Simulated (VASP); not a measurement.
A run of VASP 6.6.1:

File INCAR:

```
PREC = Accurate ; ENCUT = 520
EDIFF = 1E-6 ; ISMEAR = 0
SIGMA = 0.01 ; LREAL = F
LASPH = T ; NELM = 60
ALGO = Normal ; ISIF = 2
LWAVE = F ; LCHARG = T
GGA = CA ; LELF = T
LVHAR = T ; NBANDS = 36
```

The input KPOINTS:

```
Automatic mesh
0
Gamma
  10 10 6
```

Contents of POSCAR:

```
Ge
1.0
    3.9590484785      0.0000000000      0.0000000000
   -1.9795242393      3.4286365572      0.0000000000
    0.0000000000      0.0000000000      6.5305491787
Ge
4
Direct
    0.3333333333      0.6666666667      0.0628452109
    0.6666666667      0.3333333333      0.5628452109
    0.6666666667      0.3333333333      0.9371547891
    0.3333333333      0.6666666667      0.4371547891
```

Potentials or basis: VASP PAW LDA potentials, release 64 (Ge_d).

Run with:

```sh
$ cat potpaw_LDA.64/Ge_d/POTCAR > POTCAR
$ mpirun -np 1 vasp_std > vasp.out
```

Hardware: 1 thread of Intel(R) Xeon(R) Platinum 8488C (Sapphire Rapids), on a shared host.

Task: Estimate the wall time of this run.

Result: Run time: 95 s on 1 thread of Intel(R) Xeon(R) Platinum 8488C (Sapphire Rapids), on a shared host, peak memory 0.24 GiB. Counts: scf iterations 11, k points 56.
